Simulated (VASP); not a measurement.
Here is a VASP 6.6.1 calculation.

Contents of INCAR:

```
SYSTEM = C
PREC = Accurate
ENCUT = 600
EDIFF = 1E-6
ISMEAR = -1
SIGMA = 0.05
LREAL = .FALSE.
LASPH = .TRUE.
NELM = 120
ALGO = Normal
ISIF = 2
LWAVE = .FALSE.
LCHARG = .FALSE.
GGA = PE
NBANDS = 11
GGA_COMPAT = .FALSE.
```

KPOINTS

```
regular mesh
0
G
  13 13 7
  0 0 0
```

File POSCAR:

```
C
1.0
    2.0212244902      0.0000000000      0.0000000000
   -1.0106122451      1.7504317553      0.0000000000
    0.0000000000      0.0000000000      3.2324047623
C
2
Direct
    0.3333333333      0.6666666667      0.2500000000
    0.6666666667      0.3333333333      0.7500000000
```

Potentials or basis: VASP PAW PBE potentials, release 64 (C).

Run with:

```console
$ cat potpaw_PBE.64/C/POTCAR > POTCAR
$ mpirun -np 1 vasp_std > vasp.out
```

(1) Estimate the pressure.

(2) Estimate the band gap on the k mesh.

## Answers

(1) 39.9 GPa.

(2) zero (band 4 reaches 18.83 eV, above the bottom of band 5 at 6.69 eV).
